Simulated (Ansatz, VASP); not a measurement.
**Zn in VASP and in Ansatz**

```
Zn
1.0
     0.00000    1.96411    1.96411
     1.96411    0.00000    1.96411
     1.96411    1.96411    0.00000
Zn
1
Direct
  0.00000 0.00000 0.00000
```

Alike in both runs: functional PBE; k mesh 18 × 18 × 18; occupations fermi-dirac, width 0.05 eV; no spin polarisation.

Ansatz relaxed the structure, and its values are those at the end. VASP's run is a single point on that final structure, the one shown.

|  | VASP | Ansatz |
| --- | --- | --- |
| version | VASP 6.6.1 | Ansatz 0.2.0 |
| potentials or method | VASP PAW PBE potentials, release 64 (Zn) | PAW with Ansatz's default frozen-core files, scalar-relativistic |
| plane-wave cutoff (eV) | 520 | 420 |
| valence electrons in the cell | 12 | 12 |

|  | VASP | Ansatz | Ansatz less VASP |
| --- | --- | --- | --- |
| pressure (GPa) | 0.4 | 0.0 | -0.40 |
